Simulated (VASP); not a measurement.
# AgBr2 (P-4m2) in VASP: relaxation of cell and atoms with PBE

Aim: the relaxation of cell and atoms of AgBr2 with PBE.

Program: VASP 6.6.1. These are calculated values, not measurements. Logs are shortened: lines on timing, memory, paths and dates and some standing lists are left out, and cuts for length are marked.

**1. The cell of the first run**

Symmetry: P-4m2, No. 115, tetragonal system. The conventional cell has a = 4.435 Å, b = 4.435 Å, c = 6.272 Å, α = 90.00°, β = 90.00°, γ = 90.00°. Within 3.6 Å of Ag (site symmetry -4m2) lie 4 Br at 2.72 Å. Br (site symmetry 2mm) has 2 Ag at 2.72 Å within 3.6 Å.

**2. Relaxation of cell and atoms, PBE (atoms taken out)**

Contents of INCAR:

```
PREC = Accurate
ENCUT = 630
EDIFF = 1E-7
ISMEAR = 0
SIGMA = 0.1
LREAL = F
LASPH = T
NELM = 120
ALGO = Normal
ISIF = 3
LWAVE = F
LCHARG = F
GGA = PE
IBRION = 2
NSW = 90
EDIFFG = -0.04
GGA_COMPAT = F
NELMIN = 4
```

Contents of KPOINTS:

```
regular mesh
0
Gamma
  4 4 4
```

Contents of POSCAR:

```
AgBr2
1.0
    4.4352094300      0.0000000000      0.0000000000
    0.0000000000      4.4352094300      0.0000000000
    0.0000000000      0.0000000000      6.2723333200
Ag Br
1 2
Direct
    0.0000000000      0.0000000000      0.0000000000
    0.5000000000      0.0000000000      0.2500000000
    0.0000000000      0.5000000000      0.7500000000
```

Potentials or basis: VASP PAW PBE potentials, release 64 (Ag_sv_GW, Br).

Command:

```sh
$ cat potpaw_PBE.64/Ag_sv_GW/POTCAR potpaw_PBE.64/Br/POTCAR > POTCAR
$ mpirun -np 1 vasp_std > vasp.out
```

OUTCAR:

```text
PREC = Accurate
   ENCUT = 630
   EDIFF = 1E-7
   ISMEAR = 0
   LREAL = F
   LASPH = T
   NELM = 120
   ISIF = 3
   GGA = PE
   IBRION = 2
   NSW = 90
   EDIFFG = -0.04
   NELMIN = 4

 ion  position               nearest neighbor table
   1  0.000  0.000  0.000-   2 2.72   3 2.72   3 2.72   2 2.72
   2  0.500  0.000  0.250-   1 2.72   1 2.72
   3  0.000  0.500  0.750-   1 2.72   1 2.72

  LATTYP: Found a simple tetragonal cell.
 ALAT       =     4.4352094300
 C/A-ratio  =     1.4142135606

  Lattice vectors:

 A1 = (   4.4352094300,   0.0000000000,   0.0000000000)
 A2 = (   0.0000000000,   4.4352094300,   0.0000000000)
 A3 = (   0.0000000000,   0.0000000000,   6.2723333200)

Analysis of symmetry for initial positions (statically):
=====================================================================
 Subroutine PRICEL returns:
 Original cell was already a primitive cell.

 Routine SETGRP: Setting up the symmetry group for a
 simple tetragonal supercell.

 Subroutine GETGRP returns: Found  8 space group operations
 (whereof  8 operations were pure point group operations)
 out of a pool of 16 trial point group operations.

The static configuration has the point symmetry D_2d.

Analysis of symmetry for dynamics (positions and initial velocities):
=====================================================================
 Subroutine PRICEL returns:
 Original cell was already a primitive cell.

 Routine SETGRP: Setting up the symmetry group for a
 simple tetragonal supercell.

 Subroutine GETGRP returns: Found  8 space group operations
 (whereof  8 operations were pure point group operations)
 out of a pool of 16 trial point group operations.

The dynamic configuration has the point symmetry D_2d.

 Subroutine INISYM returns: Found  8 space group operations
 (whereof  8 operations are pure point group operations),
 and found     1 'primitive' translations

----------------------------------------------------------------------------------------

                                     Primitive cell

  volume of cell :     123.3836

  direct lattice vectors                    reciprocal lattice vectors
     4.435209430  0.000000000  0.000000000     0.225468496  0.000000000  0.000000000
     0.000000000  4.435209430  0.000000000     0.000000000  0.225468496  0.000000000
     0.000000000  0.000000000  6.272333320     0.000000000  0.000000000  0.159430303

  length of vectors
     4.435209430  4.435209430  6.272333320     0.225468496  0.225468496  0.159430303

  position of ions in fractional coordinates (direct lattice)
     0.000000000  0.000000000  0.000000000
     0.500000000  0.000000000  0.250000000
     0.000000000  0.500000000  0.750000000

  ion indices of the primitive-cell ions
   primitive index   ion index
                 1           1
                 2           2
                 3           3

----------------------------------------------------------------------------------------

 KPOINTS: regular mesh

Automatic generation of k-mesh.
 Grid dimensions read from file:
 generate k-points for:    4    4    4

 Generating k-lattice:

  Cartesian coordinates                     Fractional coordinates (reciprocal lattice)
     0.056367124  0.000000000  0.000000000     0.250000000  0.000000000  0.000000000
     0.000000000  0.056367124  0.000000000     0.000000000  0.250000000  0.000000000
     0.000000000  0.000000000  0.039857576     0.000000000  0.000000000  0.250000000

  Length of vectors
     0.056367124  0.056367124  0.039857576

  Shift w.r.t. Gamma in fractional coordinates (k-lattice)
     0.000000000  0.000000000  0.000000000

 Subroutine IBZKPT returns following result:
 ===========================================

 Found     18 irreducible k-points:

 Following reciprocal coordinates:
            Coordinates               Weight
  0.000000  0.000000  0.000000      1.000000
  0.250000  0.000000  0.000000      4.000000
  0.500000  0.000000  0.000000      2.000000
  0.250000  0.250000  0.000000      4.000000
  0.500000  0.250000  0.000000      4.000000
  0.500000  0.500000  0.000000      1.000000
[... 10 lines left out ...]
  0.500000  0.250000  0.500000      4.000000
  0.500000  0.500000  0.500000      1.000000
   k-points           NKPTS =     18   k-points in BZ     NKDIM =     18   number of bands    NBANDS=     20
   number of dos      NEDOS =    301   number of ions     NIONS =      3
   total plane-waves  NPLWV =  69984
   dimension x,y,z NGX =    36 NGY =   36 NGZ =   54
   dimension x,y,z NGXF=    72 NGYF=   72 NGZF=  108
   ions per type =               1   2
   NGX,Y,Z   is equivalent  to a cutoff of  13.49, 13.49, 14.31 a.u.
   NGXF,Y,Z  is equivalent  to a cutoff of  26.99, 26.99, 28.63 a.u.
 SYSTEM =  unknown system
   PREC   = accura    normal or accurate (medium, high low for compatibility)
   ISTART =      0    job   : 0-new  1-cont  2-samecut
   ICHARG =      2    charge: 1-file 2-atom 10-const
   ISPIN  =      1    spin polarized calculation?
   LNONCOLLINEAR =      F non collinear calculations
   LSORBIT =      F    spin-orbit coupling
   LASPH  =      T    aspherical Exc in radial PAW
   ENCUT  =  630.0 eV  46.30 Ry    6.80 a.u.   9.08  9.08 12.84*2*pi/ulx,y,z
   NELM   =    120;   NELMIN=  4; NELMDL= -5     # of ELM steps
   EDIFF  = 0.1E-06   stopping-criterion for ELM
   LREAL  =      F    real-space projection
   EDIFFG = -.4E-01   stopping-criterion for IOM
   NSW    =     90    number of steps for IOM
   IBRION =      2    ionic relax: 0-MD 1-quasi-New 2-CG
   NFREE  =      1    steps in history (QN), initial steepest desc. (CG)
   ISIF   =      3    stress and relaxation
   ISYM   =      2    0-nonsym 1-usesym 2-fastsym
   POTIM  = 0.5000    time-step for ionic-motion
   TEBEG  =    0.0;   TEEND  =   0.0 temperature during run
   PSTRESS=    0.0 pullay stress
   NELECT =      33.0000    total number of electrons
   NUPDOWN=      -1.0000    fix difference up-down
   EMIN   =  10.00;   EMAX   =-10.00  energy-range for DOS
   EFERMI =   0.00;   METHOD = LEGACY
   ISMEAR =     0;   SIGMA  =   0.10  broadening in eV -4-tet -1-fermi 0-gaus
   EFERMI_NEDOS =   21; number of points for ismear=-14 and -15
   IALGO  =     38    algorithm
   IMIX   =      4    mixing-type and parameters
     AMIX     =   0.40;   BMIX     =  1.00
     AMIX_MAG =   1.60;   BMIX_MAG =  1.00
  volume/ion in A,a.u.               =      41.13       277.54
  Fermi-wavevector in a.u.,A,eV,Ry     =   1.054776  1.993238 15.137202  1.112553
  Thomas-Fermi vector in A             =   2.189949
   LORBIT       =      0    0 simple, 1 ext, 2 COOP (PROOUT), +10 PAW based schemes
   GGA     = PE    functional components
   LHFCALC =     F    Hartree Fock is set to
   AEXX    =    0.0000 exact exchange contribution
   IVDW    =     0    specifies the selected vdW correction
   LEPSILON=     F    determine dielectric tensor
   LRPA    =     F    only Hartree local field effects (RPA)
 conjugate gradient relaxation of ions
 non-spin polarized calculation
 Gauss-broadening in eV      SIGMA  =   0.10
  energy-cutoff  :      630.00
  volume of cell :      123.38
 maximum number of plane-waves:      4504
   NGX = 19   NGY = 19   NGZ = 25

--------------------------------------- Ionic step        1  -------------------------------------------

 number of electron      33.0000006 magnetization

 Free energy of the ion-electron system (eV)
  ---------------------------------------------------
  ext. energy  EPLUGINS =         0.00000000
  ---------------------------------------------------
  free energy    TOTEN  =        -4.14904342 eV

  energy without entropy =       -4.11887426  energy(sigma->0) =       -4.13395884

------------------------ aborting loop because EDIFF is reached ----------------------------------------

  FORCE on cell =-STRESS in cart. coord.  units (eV):
  Direction    XX          YY          ZZ          XY          YZ          ZX
  --------------------------------------------------------------------------------------
  -------------------------------------------------------------------------------------
  Total       -2.0382657     -2.0382657     -1.7110177      0.0000000      0.0000000     -0.0000000
  in kB      -26.4675652    -26.4675652    -22.2181391      0.0000000      0.0000000     -0.0000000
  external PRESSURE =     -25.0510898 kB  Pullay stress =       0.0000000 kB

 VOLUME and BASIS-vectors are now :
 -----------------------------------------------------------------------------
  energy-cutoff  :      630.00
  volume of cell :      123.38
      direct lattice vectors                 reciprocal lattice vectors
     4.435209430  0.000000000  0.000000000     0.225468496  0.000000000  0.000000000
     0.000000000  4.435209430  0.000000000     0.000000000  0.225468496  0.000000000
     0.000000000  0.000000000  6.272333320     0.000000000  0.000000000  0.159430303
[... 75 lines left out ...]
 POSITION                                       TOTAL-FORCE (eV/Angst)
 -----------------------------------------------------------------------------------
      0.00000      0.00000      6.04839        -0.000000     -0.000000      0.000000
      2.12329      0.00000      1.48307         0.000000     -0.000000      0.084998
      4.24657      2.12329      4.56532        -0.000000      0.000000     -0.084998
 -----------------------------------------------------------------------------------
    total drift:                                0.000000      0.000000      0.000000

  FREE ENERGIE OF THE ION-ELECTRON SYSTEM (eV)
  ---------------------------------------------------
  free  energy   TOTEN  =        -4.2944578590 eV

  energy  without entropy=       -4.2711341562  energy(sigma->0) =       -4.28279601

[... ionic steps 4 to 8 ...]

--------------------------------------- Ionic step        9  -------------------------------------------

 number of electron      33.0000009 magnetization

------------------------ aborting loop because EDIFF is reached ----------------------------------------

  FORCE on cell =-STRESS in cart. coord.  units (eV):
  Direction    XX          YY          ZZ          XY          YZ          ZX
  --------------------------------------------------------------------------------------
  -------------------------------------------------------------------------------------
  Total       -0.2059234     -0.2059234     -0.1663870      0.0000000      0.0000000      0.0000000
  in kB       -3.2810194     -3.2810194     -2.6510772      0.0000000      0.0000000      0.0000000
  external PRESSURE =      -3.0710387 kB  Pullay stress =       0.0000000 kB

 VOLUME and BASIS-vectors are now :
 -----------------------------------------------------------------------------
  energy-cutoff  :      630.00
  volume of cell :      100.56
      direct lattice vectors                 reciprocal lattice vectors
     3.916632329  0.000000000  0.000000000     0.255321387  0.000000000  0.000000000
     0.000000000  3.916632329  0.000000000     0.000000000  0.255321387  0.000000000
    -0.000000000  0.000000000  6.555139941    -0.000000000  0.000000000  0.152552045
[... 38 lines left out ...]
 POSITION                                       TOTAL-FORCE (eV/Angst)
 -----------------------------------------------------------------------------------
      0.00000      0.00000      0.00000        -0.000000     -0.000000      0.000000
      1.92668      0.00000      1.73041        -0.000000      0.000000      0.022974
     -0.00000      1.92668      4.84748         0.000000     -0.000000     -0.022974
 -----------------------------------------------------------------------------------
    total drift:                                0.000000     -0.000000      0.000000

  FREE ENERGIE OF THE ION-ELECTRON SYSTEM (eV)
  ---------------------------------------------------
  free  energy   TOTEN  =        -4.3396000964 eV

  energy  without entropy=       -4.3206449290  energy(sigma->0) =       -4.33012251

--------------------------------------- Ionic step       11  -------------------------------------------

 number of electron      33.0000013 magnetization

 Free energy of the ion-electron system (eV)
  ---------------------------------------------------
  ext. energy  EPLUGINS =         0.00000000
  ---------------------------------------------------
  free energy    TOTEN  =        -4.34036948 eV

  energy without entropy =       -4.32041721  energy(sigma->0) =       -4.33039334

 E-fermi :  -0.2309     XC(G=0):  -8.0822

 val. band max:       -0.2347412694   @ k =   0.2500   0.2500   0.5000
 cond. band min:      -0.2295823680   @ k =   0.5000   0.0000   0.2500
 fundamental gap:      0.0051589014
 Fermi energy:        -0.2308647398

 k-point     1 :       0.0000    0.0000    0.0000
  band No.  band energies     occupation
      1     -90.6987      2.00000
      2     -54.2777      2.00000
      3     -54.1334      2.00000
      4     -54.1334      2.00000
      5     -14.2278      2.00000
      6     -13.9424      2.00000
[... 12 lines left out ...]
     19       5.8982      0.00000
     20       8.0016      0.00000
[... 411 lines left out ...]
 POSITION                                       TOTAL-FORCE (eV/Angst)
 -----------------------------------------------------------------------------------
      0.00000      0.00000      0.00000        -0.000000      0.000000      0.000000
      1.93929      0.00000      1.72687         0.000000      0.000000     -0.021518
     -0.00000      1.93929      4.84195        -0.000000      0.000000      0.021518
 -----------------------------------------------------------------------------------
    total drift:                                0.000000     -0.000000      0.000000

  FREE ENERGIE OF THE ION-ELECTRON SYSTEM (eV)
  ---------------------------------------------------
  free  energy   TOTEN  =        -4.3403694788 eV

  energy  without entropy=       -4.3204172066  energy(sigma->0) =       -4.33039334

 reached required accuracy - stopping structural energy minimisation
```

It took 7.6 min on 1 thread of Intel Xeon Platinum 8259CL at 2.50GHz (Skylake/Cascade Lake), shared host; peak memory 0.3 GiB.

Results:

| Item | Value |
| --- | --- |
| Free energy | -4.3404 eV |
| Relaxed volume | 32.94 Å³/atom |
| Relaxed cell | a = 3.879 Å, b = 3.879 Å, c = 6.569 Å, α = 90.00°, β = 90.00°, γ = 90.00° |
| Space group after relaxing (to 0.1 Å) | P-4m2 (No. 115) |
| Energy gained by relaxing | 63.8 meV/atom |
| Ionic steps | 11 |
| Pressure after relaxing | 0.1 GPa |
| Largest force after relaxing | 0.022 eV/Å |
| Band gap on the k mesh | zero (an odd number of electrons rules out a gap without spin polarisation) |

Forces on the atoms (eV/Å):
```
Ag   0.000  0.000  0.000
Br   0.000  0.000 -0.022
Br   0.000  0.000  0.022
```

The path:
```tsv
step	energy change (eV)	largest force (eV/Å)	pressure (GPa)	volume (Å³)
1	0.0000	0.4778	-2.51	123.38
2	-0.1361	0.0775	-0.81	112.25
3	-0.1454	0.0850	-0.07	109.07
4	-0.1454	0.1003	0.00	108.80
5	-0.1479	0.0991	0.01	108.49
6	-0.1557	0.0947	0.00	107.56
7	-0.1708	0.0714	-0.04	105.62
8	-0.1888	0.0542	-0.25	101.50
9	-0.1896	0.0857	-0.31	100.56
10	-0.1906	0.0230	0.33	97.67
11	-0.1913	0.0215	0.06	98.82
```

Final structure:
```cif
data_structure
_symmetry_space_group_name_H-M 'P 1'
_symmetry_Int_Tables_number 1
_cell_length_a 3.8786
_cell_length_b 3.8786
_cell_length_c 6.5688
_cell_angle_alpha 90.000
_cell_angle_beta 90.000
_cell_angle_gamma 90.000
_cell_volume 98.82
loop_
_atom_site_label
_atom_site_type_symbol
_atom_site_fract_x
_atom_site_fract_y
_atom_site_fract_z
_atom_site_occupancy
Ag1 Ag 0.00000 0.00000 0.00000 1
Br1 Br 0.50000 0.00000 0.26289 1
Br2 Br 0.00000 0.50000 0.73711 1
```

Caveat: the cell differs from its parent crystal (atoms taken out); the volume moved by over 15 % at a fixed basis, so the end points are rough; this functional lacks dispersion, which binds layers or chains, so the pressure and a relaxed spacing across them are unreliable; an odd number of electrons without spin polarisation forces a metal; a magnetic or distorted state may lie lower.
